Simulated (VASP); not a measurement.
# SnSe: electric field gradients with PBE

SnSe:

```
Sn Se
1.0
     0.00000    2.91970    3.01000
     2.91970    0.00000    3.01000
     2.91970    2.91970    0.00000
Sn Se
1 1
Cartesian
  0.0000 0.0000 0.0000
  2.9197 2.9197 3.0100
```

This cell differs from its parent crystal: equal xx and yy strain of -3 %.

| Item | Value |
| --- | --- |
| Program | VASP 6.6.1 |
| Task | electric field gradients |
| Functional | PBE |
| Potentials or basis | VASP PAW PBE potentials, release 64 (Sn_d, Se) |
| Cutoff | 520 eV |
| k mesh | 9 × 9 × 9 |
| Occupations | fermi-dirac, width 0.02 eV |
| Spin | no spin polarisation |
| Dipole correction | no |
| Further INCAR settings | ALGO = Normal; EDIFF = 1e-08; NBANDS = 17 |

```json
{
  "Pressure": "4.9 GPa",
  "Band gap on the k mesh": "0.33 eV, indirect (least direct gap 0.41 eV)"
}
```

Stress tensor (GPa, compression positive):
```
6.39 0.00 0.00
0.00 6.39 0.00
0.00 0.00 1.80
```

Levels at points of the mesh, in eV from the valence-band top:
```csv
k point,band 7,band 8,band 9,band 10,band 11,band 12,band 13,band 14
"(0.00, 0.00, 0.00)",-5.03,-2.65,-2.65,-2.36,3.88,4.63,4.63,5.46
```

Electric field gradients, principal values (V/Å²):
```
atom    least   middle  greatest (by size)
1 Sn  -21.659  -21.665              43.323
2 Se   -2.918   -2.919               5.837
```

Wall time 66 s on 1 thread of AMD EPYC 7R13 Processor (Zen 3), with other jobs on the host, peak memory 0.19 GiB.

Caveat: the cell differs from its parent crystal (equal xx and yy strain of -3 %); without QUAD_EFG the Cq values of the log hold for a quadrupole moment of 1 mb, not for the nuclei; spin-orbit coupling is left out, which moves the levels of the heavy elements. A k mesh can miss the band edges.
